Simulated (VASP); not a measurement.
# AgBr (Fm-3m) in VASP: notebook

Runs on AgBr. Level: r2SCAN. Tasks: electric field gradients, phonons.

All numbers are computed with VASP 6.6.1; they aren't measurements. Logs are shortened: lines on timing, memory, paths and dates and some standing lists are left out, and cuts for length are marked.

**1. The cell of the first run**

Symmetry: Fm-3m, No. 225, cubic system. The conventional cell has a = 5.784 Å, b = 5.784 Å, c = 5.784 Å, α = 90.00°, β = 90.00°, γ = 90.00°. Ag (site symmetry m-3m) has 6 Br at 2.89 Å within 3.8 Å. Br (site symmetry m-3m) has 6 Ag at 2.89 Å within 3.8 Å.

**2. Electric field gradients, r2SCAN**

File POSCAR:

```
AgBr
1.0
    0.0000000000      2.8921723098      2.8921723098
    2.8921723098      0.0000000000      2.8921723098
    2.8921723098      2.8921723098      0.0000000000
Ag Br
1 1
Direct
    0.5000000000      0.5000000000      0.5000000000
    0.0000000000      0.0000000000      0.0000000000
```

File INCAR.step1:

```
SYSTEM = AgBr
ALGO     = Normal         ! electronic algorithm
EDIFF    = 1E-5           ! SCF threshold, eV
ENCUT    = 440            ! plane-wave cutoff, eV
GGA      = PE             ! functional
GGA_COMPAT= .False.      
ISMEAR   = 0              ! smearing method
LASPH    = .True.         ! aspherical terms in the spheres
LCHARG   = .False.        ! write CHGCAR
LREAL    = .False.        ! projectors in reciprocal space
LWAVE    = .True.         ! write WAVECAR
NBANDS   = 16             ! bands
NELM     = 120            ! most SCF steps
PREC     = Accurate       ! precision mode
SIGMA    = 0.05           ! smearing width, eV
```

File INCAR.step2:

```
SYSTEM = AgBr
ALGO     = Normal         ! electronic algorithm
EDIFF    = 1E-8           ! SCF threshold, eV
ENCUT    = 440            ! plane-wave cutoff, eV
GGA_COMPAT= .False.      
ISIF     = 2              ! what is computed and relaxed
ISMEAR   = 0              ! smearing method
ISTART   = 1            
LASPH    = .True.         ! aspherical terms in the spheres
LCHARG   = .False.        ! write CHGCAR
LEFG     = .True.       
LMIXTAU  = .True.       
LREAL    = .False.        ! projectors in reciprocal space
LWAVE    = .False.        ! write WAVECAR
METAGGA  = R2SCAN         ! meta-GGA
NBANDS   = 16             ! bands
NELM     = 120            ! most SCF steps
PREC     = Accurate       ! precision mode
SIGMA    = 0.05           ! smearing width, eV
```

File KPOINTS:

```
k-points
0
Gamma
  10 10 10
  0 0 0
```

Potentials or basis: VASP PAW PBE potentials, release 64 (Ag, Br).

Started as:

```sh
cat potpaw_PBE.64/Ag/POTCAR potpaw_PBE.64/Br/POTCAR > POTCAR
cp INCAR.step1 INCAR
mpirun -np 1 vasp_std > vasp.out
cp INCAR.step2 INCAR
mpirun -np 1 vasp_std > vasp.out
```

OUTCAR:

```text
SYSTEM = AgBr
   EDIFF = 1E-8
   ENCUT = 440
   ISIF = 2
   ISMEAR = 0
   ISTART = 1
   LASPH = .True.
   LREAL = .False.
   METAGGA = R2SCAN
   NELM = 120
   PREC = Accurate

 ion  position               nearest neighbor table
   1  0.500  0.500  0.500-   2 2.89   2 2.89   2 2.89   2 2.89   2 2.89   2 2.89
   2  0.000  0.000  0.000-   1 2.89   1 2.89   1 2.89   1 2.89   1 2.89   1 2.89

  LATTYP: Found a face centered cubic cell.
 ALAT       =     5.7843446196

  Lattice vectors:

 A1 = (   0.0000000000,   2.8921723098,   2.8921723098)
 A2 = (   2.8921723098,   0.0000000000,   2.8921723098)
 A3 = (   2.8921723098,   2.8921723098,   0.0000000000)

Analysis of symmetry for initial positions (statically):
=====================================================================
 Subroutine PRICEL returns:
 Original cell was already a primitive cell.

 Routine SETGRP: Setting up the symmetry group for a
 face centered cubic supercell.

 Subroutine GETGRP returns: Found 48 space group operations
 (whereof 48 operations were pure point group operations)
 out of a pool of 48 trial point group operations.

The static configuration has the point symmetry O_h .

Analysis of symmetry for dynamics (positions and initial velocities):
=====================================================================
 Subroutine PRICEL returns:
 Original cell was already a primitive cell.

 Routine SETGRP: Setting up the symmetry group for a
 face centered cubic supercell.

 Subroutine GETGRP returns: Found 48 space group operations
 (whereof 48 operations were pure point group operations)
 out of a pool of 48 trial point group operations.

The dynamic configuration has the point symmetry O_h .

 Subroutine INISYM returns: Found 48 space group operations
 (whereof 48 operations are pure point group operations),
 and found     1 'primitive' translations

----------------------------------------------------------------------------------------

                                     Primitive cell

  volume of cell :      48.3841

  direct lattice vectors                    reciprocal lattice vectors
     0.000000000  2.892172310  2.892172310    -0.172880433  0.172880433  0.172880433
     2.892172310  0.000000000  2.892172310     0.172880433 -0.172880433  0.172880433
     2.892172310  2.892172310  0.000000000     0.172880433  0.172880433 -0.172880433

  length of vectors
     4.090149305  4.090149305  4.090149305     0.299437693  0.299437693  0.299437693

  position of ions in fractional coordinates (direct lattice)
     0.500000000  0.500000000  0.500000000
     0.000000000  0.000000000  0.000000000

  ion indices of the primitive-cell ions
   primitive index   ion index
                 1           1
                 2           2

----------------------------------------------------------------------------------------

 KPOINTS: k-points

Automatic generation of k-mesh.
 Grid dimensions read from file:
 generate k-points for:   10   10   10

 Generating k-lattice:

  Cartesian coordinates                     Fractional coordinates (reciprocal lattice)
    -0.017288043  0.017288043  0.017288043     0.100000000  0.000000000  0.000000000
     0.017288043 -0.017288043  0.017288043     0.000000000  0.100000000  0.000000000
     0.017288043  0.017288043 -0.017288043     0.000000000  0.000000000  0.100000000

  Length of vectors
     0.029943769  0.029943769  0.029943769

  Shift w.r.t. Gamma in fractional coordinates (k-lattice)
     0.000000000  0.000000000  0.000000000

 Subroutine IBZKPT returns following result:
 ===========================================

 Found     47 irreducible k-points:

 Following reciprocal coordinates:
            Coordinates               Weight
  0.000000  0.000000  0.000000      1.000000
  0.100000  0.000000  0.000000      8.000000
  0.200000  0.000000  0.000000      8.000000
  0.300000  0.000000  0.000000      8.000000
  0.400000  0.000000  0.000000      8.000000
  0.500000  0.000000  0.000000      4.000000
[... 16 lines left out ...]
  0.300000  0.300000  0.000000      6.000000
  0.400000  0.300000  0.000000     24.000000
 [... further k-points ...]
   k-points           NKPTS =     47   k-points in BZ     NKDIM =     47   number of bands    NBANDS=     16
   number of dos      NEDOS =    301   number of ions     NIONS =      2
   total plane-waves  NPLWV =  21952
   dimension x,y,z NGX =    28 NGY =   28 NGZ =   28
   dimension x,y,z NGXF=    56 NGYF=   56 NGZF=   56
   ions per type =               1   1
   NGX,Y,Z   is equivalent  to a cutoff of  11.38, 11.38, 11.38 a.u.
   NGXF,Y,Z  is equivalent  to a cutoff of  22.76, 22.76, 22.76 a.u.
 SYSTEM =  AgBr
   PREC   = accura    normal or accurate (medium, high low for compatibility)
   ISTART =      1    job   : 0-new  1-cont  2-samecut
   ICHARG =      0    charge: 1-file 2-atom 10-const
   ISPIN  =      1    spin polarized calculation?
   LNONCOLLINEAR =      F non collinear calculations
   LSORBIT =      F    spin-orbit coupling
   LASPH  =      T    aspherical Exc in radial PAW
   ENCUT  =  440.0 eV  32.34 Ry    5.69 a.u.   7.00  7.00  7.00*2*pi/ulx,y,z
   NELM   =    120;   NELMIN=  2; NELMDL=  0     # of ELM steps
   EDIFF  = 0.1E-07   stopping-criterion for ELM
   LREAL  =      F    real-space projection
   EDIFFG = 0.1E-06   stopping-criterion for IOM
   NSW    =      0    number of steps for IOM
   IBRION =     -1    ionic relax: 0-MD 1-quasi-New 2-CG
   NFREE  =      0    steps in history (QN), initial steepest desc. (CG)
   ISIF   =      2    stress and relaxation
   ISYM   =      2    0-nonsym 1-usesym 2-fastsym
   POTIM  = 0.5000    time-step for ionic-motion
   TEBEG  =    0.0;   TEEND  =   0.0 temperature during run
   PSTRESS=    0.0 pullay stress
   NELECT =      18.0000    total number of electrons
   NUPDOWN=      -1.0000    fix difference up-down
   EMIN   =  10.00;   EMAX   =-10.00  energy-range for DOS
   EFERMI =   0.00;   METHOD = LEGACY
   ISMEAR =     0;   SIGMA  =   0.05  broadening in eV -4-tet -1-fermi 0-gaus
   EFERMI_NEDOS =   21; number of points for ismear=-14 and -15
   IALGO  =     38    algorithm
   IMIX   =      4    mixing-type and parameters
     AMIX     =   0.40;   BMIX     =  1.00
     AMIX_MAG =   1.60;   BMIX_MAG =  1.00
  volume/ion in A,a.u.               =      24.19       163.26
  Fermi-wavevector in a.u.,A,eV,Ry     =   1.177420  2.225002 18.862008  1.386318
  Thomas-Fermi vector in A             =   2.313767
   LORBIT       =      0    0 simple, 1 ext, 2 COOP (PROOUT), +10 PAW based schemes
   METAGGA = R2SCAN    functional components
   LHFCALC =     F    Hartree Fock is set to
   AEXX    =    0.0000 exact exchange contribution
   IVDW    =     0    specifies the selected vdW correction
   LEPSILON=     F    determine dielectric tensor
   LRPA    =     F    only Hartree local field effects (RPA)
 non-spin polarized calculation
 Gauss-broadening in eV      SIGMA  =   0.05
  energy-cutoff  :      440.00
  volume of cell :       48.38
 maximum number of plane-waves:      1031
   NGX = 13   NGY = 13   NGZ = 13

 number of electron      17.9999992 magnetization

 Free energy of the ion-electron system (eV)
  ---------------------------------------------------
  ext. energy  EPLUGINS =         0.00000000
  ---------------------------------------------------
  free energy    TOTEN  =       -35.51375847 eV

  energy without entropy =      -35.51375847  energy(sigma->0) =      -35.51375847

 E-fermi :   3.3052     XC(G=0): -10.2470

 val. band max:        3.0388844036   @ k =   0.5000   0.0000   0.0000
 cond. band min:       4.2841744308   @ k =   0.0000   0.0000   0.0000
 fundamental gap:      1.2452900271
 Fermi energy:         3.3051858466

 k-point     1 :       0.0000    0.0000    0.0000
  band No.  band energies     occupation
      1     -12.4178      2.00000
      2       0.3569      2.00000
      3       0.3569      2.00000
      4       0.3569      2.00000
      5       0.3641      2.00000
      6       0.3641      2.00000
[... 8 lines left out ...]
     15      15.6014      0.00000
     16      15.6014      0.00000

 k-point     2 :       0.1000    0.0000    0.0000
  band No.  band energies     occupation
      1     -12.3803      2.00000
      2       0.0458      2.00000
      3       0.0458      2.00000
      4       0.1328      2.00000
      5       0.3836      2.00000
      6       0.3836      2.00000
[... 8 lines left out ...]
     15      14.7260      0.00000
     16      15.0411      0.00000

 k-point     3 :       0.2000    0.0000    0.0000
  band No.  band energies     occupation
      1     -12.2794      2.00000
      2      -0.5968      2.00000
      3      -0.4033      2.00000
      4      -0.4033      2.00000
      5       0.4526      2.00000
      6       0.4526      2.00000
[... 8 lines left out ...]
     15      14.6984      0.00000
     16      14.8097      0.00000

 k-point     4 :       0.3000    0.0000    0.0000
  band No.  band energies     occupation
      1     -12.1486      2.00000
      2      -1.3711      2.00000
      3      -0.7639      2.00000
      4      -0.7639      2.00000
      5       0.5401      2.00000
      6       0.5401      2.00000
[... 8 lines left out ...]
     15      15.3757      0.00000
     16      15.3757      0.00000
[... 324 lines left out ...]
 k-point    22 :      -0.2000    0.2000    0.0000
  band No.  band energies     occupation
      1     -12.1156      2.00000
      2      -1.4403      2.00000
      3      -0.9015      2.00000
      4      -0.3820      2.00000
      5       0.5042      2.00000
      6       0.5984      2.00000
[... 8 lines left out ...]
     15      17.0970      0.00000
     16      17.1874      0.00000

 k-point    23 :       0.3000    0.3000    0.0000
  band No.  band energies     occupation
      1     -12.1023      2.00000
      2      -1.4495      2.00000
      3       0.0549      2.00000
      4       0.0549      2.00000
      5       0.1917      2.00000
      6       0.4607      2.00000
[... 8 lines left out ...]
     15      17.6257      0.00000
     16      19.2459      0.00000

 k-point    24 :       0.4000    0.3000    0.0000
  band No.  band energies     occupation
      1     -12.0332      2.00000
      2      -1.4513      2.00000
      3      -0.2670      2.00000
      4      -0.1973      2.00000
      5       0.3080      2.00000
      6       0.6187      2.00000
[... 8 lines left out ...]
     15      18.0464      0.00000
     16      18.9349      0.00000

 [... further k-points ...]
[... 5 lines left out ...]
  --------------------------------------------------------------------------------------
  -------------------------------------------------------------------------------------
  Total       -0.0163911     -0.0163911     -0.0163911      0.0000000      0.0000000      0.0000000
  in kB       -0.5427697     -0.5427697     -0.5427697      0.0000000      0.0000000      0.0000000
  external PRESSURE =      -0.5427697 kB  Pullay stress =       0.0000000 kB

 VOLUME and BASIS-vectors are now :
 -----------------------------------------------------------------------------
  energy-cutoff  :      440.00
  volume of cell :       48.38
      direct lattice vectors                 reciprocal lattice vectors
     0.000000000  2.892172310  2.892172310    -0.172880433  0.172880433  0.172880433
     2.892172310  0.000000000  2.892172310     0.172880433 -0.172880433  0.172880433
     2.892172310  2.892172310  0.000000000     0.172880433  0.172880433 -0.172880433

 POSITION                                       TOTAL-FORCE (eV/Angst)
 -----------------------------------------------------------------------------------
      2.89217      2.89217      2.89217        -0.000000      0.000000     -0.000000
      0.00000      0.00000      0.00000         0.000000     -0.000000      0.000000
 -----------------------------------------------------------------------------------
    total drift:                                0.000000      0.000000      0.000000

  FREE ENERGIE OF THE ION-ELECTRON SYSTEM (eV)
  ---------------------------------------------------
  free  energy   TOTEN  =       -35.5137584674 eV

  energy  without entropy=      -35.5137584674  energy(sigma->0) =      -35.51375847

 Electric field gradients (V/A^2)
---------------------------------------------------------------------
 ion       V_xx      V_yy      V_zz      V_xy      V_xz      V_yz
---------------------------------------------------------------------
   1      -0.000    -0.000    -0.000    -0.001    -0.001    -0.001
   2       0.000     0.000    -0.000     0.000     0.000     0.000
---------------------------------------------------------------------

 Electric field gradients after diagonalization (V/A^2)
 (convention: |V_zz| > |V_xx| > |V_yy|)
----------------------------------------------------------------------
 ion       V_xx      V_yy      V_zz     asymmetry (V_yy - V_xx)/ V_zz
----------------------------------------------------------------------
   1       0.001     0.001    -0.002       0.000
   2      -0.000    -0.000     0.001       0.000
----------------------------------------------------------------------

           NMR quadrupolar parameters

 Cq : quadrupolar parameter    Cq=e*Q*V_zz/h
 eta: asymmetry parameters     (V_yy - V_xx)/ V_zz
 Q  : nuclear electric quadrupole moment in mb (millibarn)
----------------------------------------------------------------------
 ion       Cq(MHz)       eta       Q (mb)
----------------------------------------------------------------------
   1      -0.000       0.000       1.000
   2       0.000       0.000       1.000
----------------------------------------------------------------------
```

It took 68 s on 1 thread of Intel Xeon 6975P-C (Granite Rapids), shared host; peak memory 0.17 GiB.

What came out:

| Item | Value |
| --- | --- |
| Free energy | -35.5138 eV |
| Pressure | -0.1 GPa |
| Band gap on the k mesh | 1.25 eV (least direct gap 3.19 eV) |
| Largest electric field gradient by atom | zero within the noise of the run |

Caveat: the PAW data sets were made with another functional, which shifts forces and pressure a little.

**3. Phonons, r2SCAN**

File INCAR:

```
ALGO     = Normal         # electronic algorithm
EDIFF    = 1E-8           # SCF threshold, eV
ENCUT    = 550            # plane-wave cutoff, eV
GGA_COMPAT= False        
IBRION   = 6              # ionic algorithm
ISIF     = 2              # what is computed and relaxed
ISMEAR   = 0              # smearing method
LASPH    = True           # aspherical terms in the spheres
LCHARG   = False          # write CHGCAR
LMIXTAU  = True         
LREAL    = False          # projectors in reciprocal space
LWAVE    = False          # write WAVECAR
METAGGA  = R2SCAN         # meta-GGA
NBANDS   = 16             # bands
NELM     = 120            # most SCF steps
NFREE    = 2            
NSW      = 1              # ionic steps
POTIM    = 0.015          # step
PREC     = Accurate       # precision mode
SIGMA    = 0.05           # smearing width, eV
```

File KPOINTS:

```
k-points
0
Gamma
  8 8 8
```

POSCAR is that of step 2.

Potentials or basis: VASP PAW PBE potentials, release 64 (Ag, Br).

Started as:

```sh
cat potpaw_PBE.64/Ag/POTCAR potpaw_PBE.64/Br/POTCAR > POTCAR
mpirun -np 1 vasp_std > vasp.out
```

OUTCAR:

```text
EDIFF = 1E-8
   ENCUT = 550
   IBRION = 6
   ISIF = 2
   ISMEAR = 0
   LASPH = True
   LREAL = False
   METAGGA = R2SCAN
   NELM = 120
   NFREE = 2
   NSW = 1
   POTIM = 0.015
   PREC = Accurate

 ion  position               nearest neighbor table
   1  0.500  0.500  0.500-   2 2.89   2 2.89   2 2.89   2 2.89   2 2.89   2 2.89
   2  0.000  0.000  0.000-   1 2.89   1 2.89   1 2.89   1 2.89   1 2.89   1 2.89

  LATTYP: Found a face centered cubic cell.
 ALAT       =     5.7843446196

  Lattice vectors:

 A1 = (   0.0000000000,   2.8921723098,   2.8921723098)
 A2 = (   2.8921723098,   0.0000000000,   2.8921723098)
 A3 = (   2.8921723098,   2.8921723098,   0.0000000000)

Analysis of symmetry for initial positions (statically):
=====================================================================
 Subroutine PRICEL returns:
 Original cell was already a primitive cell.

 Routine SETGRP: Setting up the symmetry group for a
 face centered cubic supercell.
[... 793 lines left out ...]
  Total       -0.0089198     -0.0119686     -0.0119686      0.0000000      0.0000000      0.0000000
  in kB       -0.2953684     -0.3963248     -0.3963248      0.0000000      0.0000000      0.0000000
  external PRESSURE =      -0.3626727 kB  Pullay stress =       0.0000000 kB
[... 17 lines left out ...]
  FREE ENERGIE OF THE ION-ELECTRON SYSTEM (eV)
  ---------------------------------------------------
  free  energy   TOTEN  =       -35.5142268072 eV

  energy  without entropy=      -35.5142268072  energy(sigma->0) =      -35.51422681

 INTERNAL STRAIN TENSORS FROM DISPLACED ATOMS
 ============================================

 INTERNAL STRAIN TENSOR FOR ION    1 for displacements in x,y,z  (eV/Angst):
          X           Y           Z          XY          YZ          ZX
  --------------------------------------------------------------------------------
  x     0.00000     0.00000     0.00000     0.00000     0.00000     0.00000
  y     0.00000     0.00000     0.00000     0.00000     0.00000     0.00000
  z     0.00000     0.00000     0.00000     0.00000     0.00000     0.00000

 INTERNAL STRAIN TENSOR FOR ION    2 for displacements in x,y,z  (eV/Angst):
          X           Y           Z          XY          YZ          ZX
  --------------------------------------------------------------------------------
  x     0.00000     0.00000     0.00000     0.00000     0.00000     0.00000
  y     0.00000     0.00000     0.00000     0.00000     0.00000     0.00000
  z     0.00000     0.00000     0.00000     0.00000     0.00000     0.00000

 Eigenvectors and eigenvalues of the dynamical matrix
 ----------------------------------------------------

   1 f  =    2.470586 THz    15.523150 2PiTHz   82.409879 cm-1    10.217518 meV
             X         Y         Z           dx          dy          dz
      2.892172  2.892172  2.892172    -0.000000    0.652665    0.000000
      0.000000  0.000000  0.000000     0.000000   -0.757647    0.000000
[... 21 lines left out ...]
   6 f/i=    0.001085 THz     0.006816 2PiTHz    0.036184 cm-1     0.004486 meV
             X         Y         Z           dx          dy          dz
      2.892172  2.892172  2.892172     0.160974    0.066252   -0.737378
      0.000000  0.000000  0.000000     0.138669    0.057072   -0.635205

 ELASTIC MODULI CONTR FROM IONIC RELAXATION (kBar)
 Direction    XX          YY          ZZ          XY          YZ          ZX
 --------------------------------------------------------------------------------
 XX           0.0000      0.0000      0.0000      0.0000      0.0000      0.0000
 YY           0.0000      0.0000      0.0000      0.0000      0.0000      0.0000
 ZZ           0.0000      0.0000      0.0000      0.0000      0.0000      0.0000
 XY           0.0000      0.0000      0.0000      0.0000      0.0000      0.0000
 YZ           0.0000      0.0000      0.0000      0.0000      0.0000      0.0000
 ZX           0.0000      0.0000      0.0000      0.0000      0.0000      0.0000
 --------------------------------------------------------------------------------
```

Wall time 3.6 min (1 thread of Intel Xeon 6975P-C (Granite Rapids), shared host); peak memory 0.25 GiB.

Results:

```yaml
Highest_phonon_frequency_at_Γ_LO-TO_splitting_left_out: 82 cm⁻¹
```

Phonon frequencies in cm⁻¹ (negative: imaginary):
| q point | frequencies |
| --- | --- |
| (0.000, 0.000, 0.000) | 0 0 0 82 82 82 |

Caveat: the PAW data sets were made with another functional, which shifts forces and pressure a little.

[end of part 1 of 2]
